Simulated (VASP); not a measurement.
Crystal: NbTe4Mo.

```
Nb Te Mo
1.0
     3.68727    0.00000    0.00000
    -1.84364    3.19327    0.00000
     0.00000    0.00000   14.64513
Nb Te Mo
1 4 1
Cartesian
  1.8436 1.0644 7.3226
  0.0000 2.1288 5.4333
  1.8436 1.0644 12.7559
  0.0000 2.1288 9.2118
  1.8436 1.0644 1.8892
  0.0000 2.1288 0.0000
```

| Quantity | Value |
| --- | --- |
| Program | VASP 6.6.1 |
| Task | relaxation of cell and atoms |
| Functional | PBE |
| Potentials or basis | VASP PAW PBE potentials, release 64 (Nb_sv, Te, Mo_sv) |
| Cutoff | 600 eV |
| k mesh | 6 × 6 × 2 |
| Occupations | gaussian, width 0.1 eV |
| Spin | no spin polarisation |

At the start: pressure -5.0 GPa; volume 28.74 Å³/atom.

Problem. Where does the relaxation end?

Solution. Over 17 steps the energy falls by 41.9 meV/atom and the volume is 27.93 Å³/atom (-2.8 %); space group P-6m2 (No. 187, to 0.1 Å) before and after.

Step by step:
| step | energy change (eV) | largest force (eV/Å) | pressure (GPa) | volume (Å³) |
| --- | --- | --- | --- | --- |
| 1 | 0.0000 | 1.3846 | -4.99 | 172.44 |
| 2 | 0.1664 | 1.6783 | 9.17 | 151.02 |
| 3 | -0.2195 | 0.4305 | 0.07 | 162.67 |
| 4 | -0.2197 | 0.4015 | 0.22 | 162.44 |
| 5 | -0.2387 | 0.2038 | 0.18 | 162.71 |
| 6 | -0.2444 | 0.0386 | 0.16 | 162.97 |
| 7 | -0.2451 | 0.0936 | -0.14 | 163.64 |
| 8 | -0.2451 | 0.0965 | -0.17 | 163.68 |
| 9 | -0.2456 | 0.0935 | -0.16 | 163.78 |
| 10 | -0.2470 | 0.0850 | -0.11 | 164.07 |
| 11 | -0.2486 | 0.0857 | -0.02 | 164.66 |
| 12 | -0.2481 | 0.0957 | 0.19 | 165.82 |
| 13 | -0.2490 | 0.0884 | 0.06 | 165.15 |
| 14 | -0.2505 | 0.0325 | 0.19 | 165.60 |
| 15 | -0.2509 | 0.0557 | 0.34 | 166.31 |
| 16 | -0.2510 | 0.0340 | 0.27 | 166.08 |
| 17 | -0.2514 | 0.0216 | -0.18 | 167.58 |

Final structure:
```xyz
6
Lattice="3.6299 0.0000 0.0000 -1.8150 3.1436 0.0000 0.0000 0.0000 14.6857" Properties=species:S:1:pos:R:3 pbc="T T T"
Nb    1.8150    1.0479    7.3429
Te    0.0000    2.0958    5.4789
Te    1.8150    1.0479   12.9022
Te    0.0000    2.0958    9.2068
Te    1.8150    1.0479    1.7835
Mo    0.0000    2.0958   14.6857
```

Caveat: this functional lacks dispersion, which binds the layers, so the pressure and a relaxed spacing across them are unreliable.
